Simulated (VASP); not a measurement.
The system is LiCl.

```
Li Cl
1.0
     0.00000    2.44816    2.55603
     2.55603    0.00000    2.55603
     2.55603    2.44816    0.00000
Li Cl
1 1
Direct
  0.00000 0.00000 0.00000
  0.50000 0.50000 0.50000
```

This cell differs from its parent crystal: uniaxial y strain -4.2%.

Base run:

```yaml
Program: VASP 6.6.1
Functional: r2SCAN
Potentials_or_basis: VASP PAW PBE potentials, release 64 (Li_sv, Cl)
Cutoff: 520 eV
k_mesh: 8 × 8 × 8
Occupations: gaussian, width 0.01 eV
Spin: no spin polarisation
```

Its results: band gap on the k mesh 7.54 eV, indirect (least direct gap 7.61 eV).

The run is repeated on the same cell with these changes: functional from r2SCAN to HSE06; k mesh from 8 × 8 × 8 to 6 × 6 × 6. What comes out?

Band gap on the k mesh 8.02 eV, direct.

Several settings changed at once, so the effect can't be laid on one alone.

A k mesh can miss the band edges.
